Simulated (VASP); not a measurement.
Set up this calculation in VASP 6.6.1, as the native input.

```yaml
Task: relaxation of cell and atoms
Functional: LDA
Potentials_or_basis: VASP PAW LDA potentials, release 64 (Ag, Cl)
Cutoff: 600 eV
k_mesh: 6 × 6 × 6
Occupations: fermi-dirac, width 0.02 eV
Spin: no spin polarisation
Dipole_correction: no
Further_INCAR_settings: ALGO = Normal; EDIFF = 1e-06; IBRION = 2; EDIFFG = -0.005; NSW = 80; ISIF = 3
```

The structure of AgCl lies in POSCAR:

```
AgCl
1.0
    0.0000000000      3.0293613601      3.0293613601
    3.0293613601      0.0000000000      3.0293613601
    3.0293613601      3.0293613601      0.0000000000
Ag Cl
1 1
Direct
    0.0000000000      0.0000000000      0.0000000000
    0.2500000000      0.2500000000      0.2500000000
```

One way to write it, as run:

INCAR

```
PREC = Accurate
ENCUT = 600
EDIFF = 1E-6
ISMEAR = -1
SIGMA = 0.02
LREAL = False
LASPH = True
NELM = 80
ALGO = Normal
ISIF = 3
LWAVE = False
LCHARG = False
GGA = CA
IBRION = 2
NSW = 80
EDIFFG = -0.005
```

KPOINTS

```
Automatic mesh
0
Gamma
  6 6 6
```

Potentials or basis: VASP PAW LDA potentials, release 64 (Ag, Cl).

The run is started by

```sh
$ cat potpaw_LDA.64/Ag/POTCAR potpaw_LDA.64/Cl/POTCAR > POTCAR
$ mpirun -np 1 vasp_std > vasp.out
```

Results of the run:

The relaxed volume is 24.09 Å³/atom and the relaxed cell is a = 4.084 Å, b = 4.084 Å, c = 4.084 Å, α = 60.00°, β = 60.00°, γ = 60.00°. The space group after relaxing (to 0.1 Å) is F-43m (No. 216), the energy gained by relaxing is 65.4 meV/atom and the ionic steps are 6. The pressure after relaxing is 0.0 GPa and the band gap on the k mesh is 0.85 eV.

Wall time 55 s on 1 thread of Intel Xeon 8259CL (shared host), peak memory 0.19 GiB.
